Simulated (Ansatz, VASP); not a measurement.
## Two plane-wave programs on AlCo

```
Al Co
1.0
     2.96371    0.00000    0.00000
     0.00000    2.96371    0.00000
     0.00000    0.00000    2.68146
Al Co
1 1
Direct
  0.00000 0.00000 0.00000
  0.50000 0.50000 0.50000
```

Change from the starting cell: strain +0.050 along x and y, -0.050 along z, atoms carried along.

Alike in both runs: task single point; functional PBEsol; k mesh 22 × 22 × 22; occupations gaussian, width 0.15 eV; no spin polarisation.

```csv
,VASP,Ansatz
version,VASP 6.6.1,Ansatz 0.2.0
potentials or method,"VASP PAW PBE potentials, release 64 (Al, Co), cutoff 520 eV","scalar-relativistic, plane waves, PAW"
valence electrons in the cell,12,20
```

|  | VASP | Ansatz | Ansatz less VASP |
| --- | --- | --- | --- |
| gap on the k mesh at the Fermi level (eV) | none | none | - |
| pressure (GPa) | -6.7 | -6.7 | -0.04 |
| traceless stress, the component that is largest in VASP (GPa) | 13.55 | 13.53 | -0.023 |

VASP's potentials were made for PBE, not for PBEsol. A gap of «none» marks a metal or a gap that the smearing closes. With one functional, cell and mesh, what is left measures potentials, basis and numerics. VASP's potentials hold 12 valence electrons a cell and Ansatz's 20, so a difference there can come from the potentials and not from the codes.
